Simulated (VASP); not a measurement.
# NiO (Fm-3m) in VASP: notebook, part 2 of 2

VASP 6.6.1.

## Step 3: Single point, LDA, collinear spin, ferromagnetic start (volume scaled by 1.04)

Input file INCAR:

```
SYSTEM = NiO
PREC = Accurate
ENCUT = 520
EDIFF = 1E-6
ISMEAR = -1
SIGMA = 0.05
LREAL = .False.
LASPH = .True.
NELM = 150
ALGO = Normal
ISIF = 2
LWAVE = .False.
LCHARG = .False.
ISPIN = 2
MAGMOM = 1 0
LORBIT = 11
LMAXMIX = 4
GGA = CA
NBANDS = 19
```

Input file KPOINTS:

```
Automatic mesh
0
Gamma
  11 11 11
  0 0 0
```

Input file POSCAR:

```
NiO
1.0
    0.0000000000      2.1133508634      2.1133508634
    2.1133508634      0.0000000000      2.1133508634
    2.1133508634      2.1133508634      0.0000000000
Ni O
1 1
Direct
    0.0000000000      0.0000000000      0.0000000000
    0.5000000000      0.5000000000      0.5000000000
```

Potentials or basis: VASP PAW LDA potentials, release 64 (Ni, O).

Command:

```console
cat potpaw_LDA.64/Ni/POTCAR potpaw_LDA.64/O/POTCAR > POTCAR
mpirun -np 1 vasp_std > vasp.out
```

OUTCAR:

```text
SYSTEM = NiO
   PREC = Accurate
   ENCUT = 520
   EDIFF = 1E-6
   ISMEAR = -1
   LREAL = .False.
   LASPH = .True.
   NELM = 150
   ISIF = 2
   ISPIN = 2
   LORBIT = 11
   GGA = CA

 ion  position               nearest neighbor table
   1  0.000  0.000  0.000-   2 2.11   2 2.11   2 2.11   2 2.11   2 2.11   2 2.11
   2  0.500  0.500  0.500-   1 2.11   1 2.11   1 2.11   1 2.11   1 2.11   1 2.11

  LATTYP: Found a face centered cubic cell.
 ALAT       =     4.2267017268

  Lattice vectors:

 A1 = (   0.0000000000,   2.1133508634,   2.1133508634)
 A2 = (   2.1133508634,   0.0000000000,   2.1133508634)
 A3 = (   2.1133508634,   2.1133508634,   0.0000000000)

Analysis of symmetry for initial positions (statically):
=====================================================================
 Subroutine PRICEL returns:
 Original cell was already a primitive cell.

 Routine SETGRP: Setting up the symmetry group for a
 face centered cubic supercell.

 Subroutine GETGRP returns: Found 48 space group operations
 (whereof 48 operations were pure point group operations)
 out of a pool of 48 trial point group operations.

The static configuration has the point symmetry O_h .

Analysis of symmetry for dynamics (positions and initial velocities):
=====================================================================
 Subroutine PRICEL returns:
 Original cell was already a primitive cell.

 Routine SETGRP: Setting up the symmetry group for a
 face centered cubic supercell.

 Subroutine GETGRP returns: Found 48 space group operations
 (whereof 48 operations were pure point group operations)
 out of a pool of 48 trial point group operations.

The dynamic configuration has the point symmetry O_h .

Analysis of structural, dynamic, and magnetic symmetry:
=====================================================================
 Subroutine PRICEL returns:
 Original cell was already a primitive cell.

 Routine SETGRP: Setting up the symmetry group for a
 face centered cubic supercell.
[... 140 lines left out ...]
 NGX is ok and might be reduce to    24
   NGX = 11   NGY = 11   NGZ = 11

 number of electron      16.0000016 magnetization       0.2239014

 Free energy of the ion-electron system (eV)
  ---------------------------------------------------
  ext. energy  EPLUGINS =         0.00000000
  ---------------------------------------------------
  free energy    TOTEN  =       -13.19317008 eV

  energy without entropy =      -13.17740751  energy(sigma->0) =      -13.18528879

 E-fermi :   6.9368     XC(G=0): -12.9669

 val. band max:        6.9311348192   @ k =  -0.3636   0.1818   0.0000
 cond. band min:       6.9386671723   @ k =   0.2727   0.1818   0.0909
 fundamental gap:      0.0075323531
 Fermi energy:         6.9368053807

 spin component 1

 k-point     1 :       0.0000    0.0000    0.0000
  band No.  band energies     occupation
      1     -12.8535      1.00000
      2       4.0148      1.00000
      3       4.0148      1.00000
      4       4.0148      1.00000
      5       5.2089      1.00000
      6       5.2089      1.00000
[... 517 lines left out ...]
     18      37.3698      0.00000
     19      38.4192      0.00000

 [... further k-points ...]

 spin component 2

 k-point     1 :       0.0000    0.0000    0.0000
  band No.  band energies     occupation
      1     -12.8086      1.00000
      2       4.0662      1.00000
      3       4.0662      1.00000
      4       4.0662      1.00000
      5       5.3357      1.00000
      6       5.3357      1.00000
[... 517 lines left out ...]
     18      37.4156      0.00000
     19      38.4817      0.00000

 [... further k-points ...]
[... 5 lines left out ...]
  --------------------------------------------------------------------------------------
  -------------------------------------------------------------------------------------
  Total       -3.0089119     -3.0089119     -3.0089119     -0.0000000     -0.0000000      0.0000000
  in kB     -255.3731527   -255.3731527   -255.3731527     -0.0000000     -0.0000000      0.0000000
  external PRESSURE =    -255.3731527 kB  Pullay stress =       0.0000000 kB

 VOLUME and BASIS-vectors are now :
 -----------------------------------------------------------------------------
  energy-cutoff  :      520.00
  volume of cell :       18.88
      direct lattice vectors                 reciprocal lattice vectors
     0.000000000  2.113350863  2.113350863    -0.236591097  0.236591097  0.236591097
     2.113350863  0.000000000  2.113350863     0.236591097 -0.236591097  0.236591097
     2.113350863  2.113350863  0.000000000     0.236591097  0.236591097 -0.236591097

 POSITION                                       TOTAL-FORCE (eV/Angst)
 -----------------------------------------------------------------------------------
      0.00000      0.00000      0.00000        -0.000000      0.000000      0.000000
      2.11335      2.11335      2.11335         0.000000     -0.000000      0.000000
 -----------------------------------------------------------------------------------
    total drift:                                0.000000     -0.000000     -0.000000

  FREE ENERGIE OF THE ION-ELECTRON SYSTEM (eV)
  ---------------------------------------------------
  free  energy   TOTEN  =       -13.1931700776 eV

  energy  without entropy=      -13.1774075108  energy(sigma->0) =      -13.18528879

 total charge

# of ion       s       p       d       tot
------------------------------------------
    1        0.318   0.367   8.335   9.021
    2        1.562   3.313   0.000   4.876
--------------------------------------------------
tot          1.881   3.680   8.335  13.896

 magnetization (x)

# of ion       s       p       d       tot
------------------------------------------
    1        0.002   0.003   0.186   0.191
    2        0.004   0.023   0.000   0.027
--------------------------------------------------
tot          0.006   0.026   0.186   0.218
```

OSZICAR:

```text
N       E                     dE             d eps       ncg     rms          rms(c)
DAV:   1     0.810385370516E+02    0.81039E+02   -0.69823E+03  4521   0.103E+03
DAV:   2    -0.101964797189E+02   -0.91235E+02   -0.80066E+02  4405   0.233E+02
DAV:   3    -0.153979478824E+02   -0.52015E+01   -0.48889E+01  4913   0.554E+01
DAV:   4    -0.154465583621E+02   -0.48610E-01   -0.48546E-01  4725   0.526E+00
DAV:   5    -0.154473115928E+02   -0.75323E-03   -0.75318E-03  4894   0.663E-01    0.134E+01
DAV:   6    -0.150301135649E+02    0.41720E+00   -0.12093E+01  5615   0.590E+01    0.177E+01
DAV:   7    -0.132751746863E+02    0.17549E+01   -0.57662E+00  5483   0.507E+01    0.499E+00
DAV:   8    -0.131921582183E+02    0.83016E-01   -0.30226E-01  5520   0.811E+00    0.211E+00
DAV:   9    -0.131909768565E+02    0.11814E-02   -0.26769E-02  5164   0.218E+00    0.886E-01
DAV:  10    -0.131907598495E+02    0.21701E-03   -0.43357E-03  5687   0.121E+00    0.389E-01
DAV:  11    -0.131930387133E+02   -0.22789E-02   -0.30753E-03  5412   0.915E-01    0.114E-01
DAV:  12    -0.131931399004E+02   -0.10119E-03   -0.32783E-04  5566   0.153E-01    0.550E-02
DAV:  13    -0.131931633913E+02   -0.23491E-04   -0.26348E-05  5723   0.755E-02    0.180E-02
DAV:  14    -0.131931672893E+02   -0.38980E-05   -0.29470E-06  4647   0.262E-02    0.152E-02
DAV:  15    -0.131931697504E+02   -0.24612E-05   -0.37637E-06  3406   0.311E-02    0.477E-03
DAV:  16    -0.131931700776E+02   -0.32712E-06   -0.49475E-07  2435   0.935E-03
   1 F= -.13193170E+02 E0= -.13185289E+02  d E =-.157626E-01  mag=     0.2223
```

stdout:

```text
POSCAR found type information on POSCAR NiO
 POSCAR found :  2 types and       2 ions
 scaLAPACK will be used
 LDA part: xc-table for (Slater(with rela. corr.)+CA(PZ))
 , standard interpolation
 POSCAR, INCAR and KPOINTS ok, starting setup
 FFT: planning ... GRIDC
 FFT: planning ... GRID_SOFT
 FFT: planning ... GRID
 WAVECAR not read
 entering main loop
```

Wall time 39 s (1 thread of Intel Xeon Platinum 8488C (Sapphire Rapids), shared host); peak memory 0.15 GiB.

Results:

- Free energy: -13.1932 eV
- Pressure: -25.5 GPa
- Net moment: 0.22 μB per cell
- Site moments: Ni +0.19; O +0.03 μB
- Valence electrons inside the program's atomic spheres: Ni 9.02; O 4.88

Levels at points of the mesh, in eV from the Fermi level:
Spin up:
```
           k point  band 4  band 5  band 6  band 7  band 8  band 9  band 10  band 11  band 12  band 13
(0.00, 0.00, 0.00)   -2.92   -1.73   -1.73   -1.73   -1.63   -1.63     1.53    17.69    18.78    18.78
```
Spin down:
```csv
k point,band 4,band 5,band 6,band 7,band 8,band 9,band 10,band 11,band 12,band 13
"(0.00, 0.00, 0.00)",-2.87,-1.60,-1.60,-1.60,-1.38,-1.38,1.57,17.70,18.82,18.82
```

Caveat: the cell differs from its parent crystal (volume scaled by 1.04); semilocal functionals often make such compounds metallic where correlation or magnetic order opens a gap, which also shifts bond lengths.

## Step 4: Single point, LDA, collinear spin, ferromagnetic start (volume scaled by 1.06)

Input file INCAR:

```
SYSTEM = NiO
PREC = Accurate
ENCUT = 520
EDIFF = 1E-7
ISMEAR = -1
SIGMA = 0.05
LREAL = .FALSE.
LASPH = .TRUE.
NELM = 150
ALGO = Normal
ISIF = 2
LWAVE = .FALSE.
LCHARG = .FALSE.
ISPIN = 2
MAGMOM = 1 0
LORBIT = 11
LMAXMIX = 4
NBANDS = 19
```

Input file KPOINTS:

```
regular mesh
0
G
  11 11 11
  0 0 0
```

Input file POSCAR:

```
NiO
1.0
    0.0000000000      2.1268120599      2.1268120599
    2.1268120599      0.0000000000      2.1268120599
    2.1268120599      2.1268120599      0.0000000000
Ni O
1 1
Direct
    0.0000000000      0.0000000000      0.0000000000
    0.5000000000      0.5000000000      0.5000000000
```

Command:

```console
cat potpaw_LDA.64/Ni/POTCAR potpaw_LDA.64/O/POTCAR > POTCAR
mpirun -np 1 vasp_std > vasp.out
```

It took 38 s on 1 thread of Intel Xeon Platinum 8488C (Sapphire Rapids), shared host; peak memory 0.16 GiB.

It converged, with:

```yaml
Free_energy: -13.1328 eV
Pressure: -28.0 GPa
Net_moment: 0.22 μB per cell
Site_moments: Ni +0.18; O +0.03 μB
Valence_electrons_inside_the_program's_atomic_spheres: Ni 8.99; O 4.87
```

Levels at points of the mesh, in eV from the Fermi level:
Spin up:
```
           k point  band 6  band 7  band 8  band 9  band 10  band 11
(0.00, 0.00, 0.00)   -1.66   -1.66   -1.58   -1.58     1.44    17.64
```
Spin down:
```tsv
k point	band 5	band 6	band 7	band 8	band 9	band 10	band 11	band 12
(0.00, 0.00, 0.00)	-1.54	-1.54	-1.54	-1.34	-1.34	1.48	17.64	18.69
```

Caveat: the cell differs from its parent crystal (volume scaled by 1.06); semilocal functionals often make such compounds metallic where correlation or magnetic order opens a gap, which also shifts bond lengths.

## Step 5: Single point, revPBE+D3(BJ), collinear spin, ferromagnetic start

This run uses another cell than the first one, of 8.53 Å³/atom, 0.959 times its volume.

INCAR, as its differences from that of step 4:

```diff
@@ -17,2 +17,4 @@
 LMAXMIX = 4
+GGA = RE
+IVDW = 12
 NBANDS = 19
```

Input file KPOINTS:

```
Automatic mesh
0
G
  11 11 11
  0 0 0
```

Input file POSCAR:

```
NiO
1.0
    0.0000000000      2.0433202721      2.0433202721
    2.0433202721      0.0000000000      2.0433202721
    2.0433202721      2.0433202721      0.0000000000
Ni O
1 1
Direct
    0.0000000000      0.0000000000      0.0000000000
    0.5000000000      0.5000000000      0.5000000000
```

Potentials or basis: VASP PAW PBE potentials, release 64 (Ni, O).

Command:

```console
cat potpaw_PBE.64/Ni/POTCAR potpaw_PBE.64/O/POTCAR > POTCAR
mpirun -np 1 vasp_std > vasp.out
```

Wall time 24 s (1 thread of Intel Xeon Platinum 8559C (Emerald Rapids), shared host); peak memory 0.17 GiB.

Results (log left out):

| Quantity | Value |
| --- | --- |
| Free energy | -11.6872 eV |
| Pressure | 18.3 GPa |
| Net moment | 1.55 μB per cell |
| Site moments | Ni +1.29; O +0.23 μB |
| Valence electrons inside the program's atomic spheres | Ni 9.11; O 5.02 |
| Dispersion energy per atom | -0.543 eV |

Levels at points of the mesh, in eV from the Fermi level:
Spin up:
| k point | band 6 | band 7 | band 8 | band 9 | band 10 | band 11 | band 12 | band 13 |
| --- | --- | --- | --- | --- | --- | --- | --- | --- |
| (0.00, 0.00, 0.00) | -3.18 | -2.82 | -2.82 | -2.82 | 1.85 | 17.99 | 19.37 | 19.37 |
Spin down:
| k point | band 4 | band 5 | band 6 | band 7 | band 8 | band 9 | band 10 | band 11 |
| --- | --- | --- | --- | --- | --- | --- | --- | --- |
| (0.00, 0.00, 0.00) | -2.96 | -2.10 | -2.10 | -2.10 | -0.85 | -0.85 | 2.16 | 17.92 |

Caveat: the PAW data sets were made with another functional, which shifts forces and pressure a little; a cell with one magnetic atom can't hold antiferromagnetic order, which such compounds often take; semilocal functionals often make such compounds metallic where correlation or magnetic order opens a gap, which also shifts bond lengths; pairwise dispersion overbinds metals, which lowers pressure and volume. With open d or f shells a metallic result of revPBE can be an artefact of self-interaction; +U or a hybrid may open a gap.

## Step 6: The runs side by side

```csv
level,potentials or basis,cell,gap on the mesh (eV),pressure (GPa),moment (μB)
LDA,"VASP PAW LDA potentials, release 64 (Ni, O)","a = 2.930 Å, angles 60.0°, 2 atoms",none,-16.0,0.25
LDA,"VASP PAW LDA potentials, release 64 (Ni, O)","a = 2.989 Å, angles 60.0°, 2 atoms",none,-25.5,0.22
LDA,"VASP PAW LDA potentials, release 64 (Ni, O)","a = 3.008 Å, angles 60.0°, 2 atoms",none,-28.0,0.22
revPBE+D3(BJ),"VASP PAW PBE potentials, release 64 (Ni, O)","a = 2.890 Å, angles 60.0°, 2 atoms",none,18.3,1.55
```

Alike in all rows: task single point; spin collinear, ferromagnetic start; k mesh 11 × 11 × 11; cutoff (eV) 520; smearing fermi-dirac 0.05 eV.

Caveats: semilocal functionals often make such compounds metallic where correlation or magnetic order opens a gap, which also shifts bond lengths; the PAW data sets were made with another functional, which shifts forces and pressure a little (some runs); a cell with one magnetic atom can't hold antiferromagnetic order, which such compounds often take (some runs); pairwise dispersion overbinds metals, which lowers pressure and volume (some runs).

Absolute energies hang on the potentials; compare differences alone.
